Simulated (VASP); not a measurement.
Runs of VASP 6.6.1 on SnO2. The structure is that of space group P4_2/mnm (No. 136), or close to it. The cells are those of the table. 

```tsv
task	cell	k mesh	smearing	gap on the mesh (eV)	pressure (GPa)	largest force (eV/Å)
single point	a = 4.821, b = 4.821, c = 3.238 Å, 6 atoms	4 × 4 × 6	gaussian 0.1 eV	0.68	(b)	0.04
single point	a = 4.828, b = 4.828, c = 3.238 Å, 6 atoms	6 × 6 × 8	gaussian 0.02 eV	0.67	0.4	0.02
single point	a = 4.737, b = 4.737, c = 3.186 Å, 6 atoms	4 × 4 × 6	gaussian 0.1 eV	1.24	(a)	0.05
relaxation of cell and atoms	relaxed from a = 4.821, b = 4.821, c = 3.238 Å, 6 atoms	6 × 6 × 8	gaussian 0.02 eV	0.64	0.0	-
```

Alike in all rows: level PBE; potentials or basis VASP PAW PBE potentials, release 64 (Sn_d, O); no spin polarisation; cutoff (eV) 600.

**Question.** Estimate the missing entries.

**Answer.** (a) 11.3; (b) 0.8.

Caveats: spin-orbit coupling is left out, which moves the levels of the heavy elements; the cell stands under pressure (at least some runs).

A k mesh can miss the band edges, and the runs leave out spin-orbit coupling on Sn.
